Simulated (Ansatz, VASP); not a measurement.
One calculation of V, two programs

```
CELL_PARAMETERS angstrom
2.11918 1.22351 0.86488
-2.11918 1.22351 0.86488
0.00000 -2.44702 0.86488
ATOMIC_POSITIONS crystal
V 0.00000 0.00000 0.00000
```

Change from the starting cell: the structure that the rattled cell fell into.

Alike in both runs: functional PBE; k mesh 24 × 24 × 24; occupations gaussian, width 0.1 eV; no spin polarisation.

Ansatz relaxed the structure, and its values are those at the end. VASP's run is a single point on that final structure, the one shown.

|  | VASP | Ansatz |
| --- | --- | --- |
| version | VASP 6.6.1 | Ansatz 0.2.0 |
| potentials or method | VASP PAW PBE potentials, release 64 (V_sv), cutoff 520 eV | scalar-relativistic, plane waves, PAW |
| valence electrons in the cell | 13 | 13 |

```csv
,VASP,Ansatz,Ansatz less VASP
gap on the k mesh at the Fermi level (eV),none,none,-
pressure (GPa),0.4,0.0,-0.39
```

A gap of «none» marks a metal or a gap that the smearing closes.
